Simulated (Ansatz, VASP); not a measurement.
One calculation of InO, two programs

```
In O
1.0
     3.45361    0.00000    0.00000
    -1.72681    2.99092    0.00000
     0.00000    0.00000   15.87710
In O
2 2
Direct
  0.66667 0.33333 0.59002
  0.66667 0.33333 0.40998
  0.00000 0.00000 0.63987
  0.00000 0.00000 0.36013
```

Alike in both runs: task single point; functional LDA; k mesh 6 × 6 × 1; occupations gaussian, width 0.1 eV; no spin polarisation.

|  | VASP | Ansatz |
| --- | --- | --- |
| version | VASP 6.6.1 | Ansatz 0.2.0 |
| potentials or method | VASP PAW LDA potentials, release 64 (In_d, O), cutoff 520 eV | scalar-relativistic, plane waves, PAW |
| valence electrons in the cell | 38 | 38 |

Ansatz gave:

```
gap on the k mesh at the Fermi level (eV) : 0.29
least direct gap on the mesh (eV)         : 1.00
rms of the force components (eV/Å)        : 0.246
```

Q: Estimate VASP's values.

A: gap on the k mesh at the Fermi level (eV): 0.29; least direct gap on the mesh (eV): 1.00; rms of the force components (eV/Å): 0.231.

LDA's correlation is that of Perdew and Zunger in VASP and of Perdew and Wang (1992) in Ansatz. Atom by atom the forces differ by 0.016 eV/Å (rms over components).
